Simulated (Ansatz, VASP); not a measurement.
## GaSi2: VASP beside Ansatz

```
Ga Si
1.0
     0.00000    3.62838    3.62838
     3.62838    0.00000    3.62838
     3.62838    3.62838    0.00000
Ga Si
2 4
Direct
  0.00000 0.00000 0.00000
  0.25000 0.25000 0.25000
  0.62500 0.62500 0.62500
  0.12500 0.62500 0.62500
  0.62500 0.62500 0.12500
  0.62500 0.12500 0.62500
```

Alike in both runs: task relaxation of cell and atoms; functional r2SCAN; k mesh 10 × 10 × 10; occupations gaussian, width 0.1 eV; no spin polarisation.

```csv
,VASP,Ansatz
version,VASP 6.6.1,Ansatz 0.2.0
potentials or method,"VASP PAW PBE potentials, release 64 (Ga_d, Si), cutoff 600 eV","scalar-relativistic, plane waves, PAW"
valence electrons in the cell,42,42
```

|  | VASP | Ansatz | Ansatz less VASP |
| --- | --- | --- | --- |
| gap on the k mesh at the Fermi level, each at its own relaxed structure (eV) | none | none | - |
| relaxed volume (Å³/atom) | 16.11 | 16.11 | -0.005 |
| relaxed length of the cell vector where the two differ most in proportion (Å) | 5.152 | 5.151 | -0.0006 |

VASP's potentials were made for PBE, not for r2SCAN. A gap of «none» marks a metal or a gap that the smearing closes.

Noted on VASP's run: too few bands were computed for a metal, which touches its energy and stress.
